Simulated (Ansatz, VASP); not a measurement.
## SiB3W in VASP and in Ansatz

```
Si B W
1.0
     3.82717    0.00000    0.00000
     0.00000    3.82717    0.00000
     0.00000    0.00000    3.82717
Si B W
1 3 1
Cartesian
  1.9136 1.9136 1.9136
  0.0000 1.9136 1.9136
  1.9136 0.0000 1.9136
  1.9136 1.9136 0.0000
  0.0000 0.0000 0.0000
```

Change from the starting cell: species swapped into the ScRh3C type (Pm-3m, No. 221).

Alike in both runs: functional PBE; k mesh 4 × 4 × 4; occupations gaussian, width 0.1 eV; no spin polarisation.

Ansatz relaxed the structure, and its values are those at the end. VASP's run is a single point on that final structure, the one shown.

|  | VASP | Ansatz |
| --- | --- | --- |
| version | VASP 6.6.1 | Ansatz 0.2.0 |
| potentials or method | VASP PAW PBE potentials, release 64 (Si, B, W_sv), cutoff 500 eV | scalar-relativistic, plane waves, PAW |
| valence electrons in the cell | 27 | 27 |

Ansatz gave:

* gap on the k mesh at the Fermi level (eV): none
* pressure (GPa): 0.1

**Question.** Estimate VASP's values.

**Answer.** gap on the k mesh at the Fermi level (eV): none; pressure (GPa): 0.0.

A gap of «none» marks a metal or a gap that the smearing closes.

The k mesh is coarse, so the values compare programs but aren't converged. Spin-orbit coupling is off throughout.
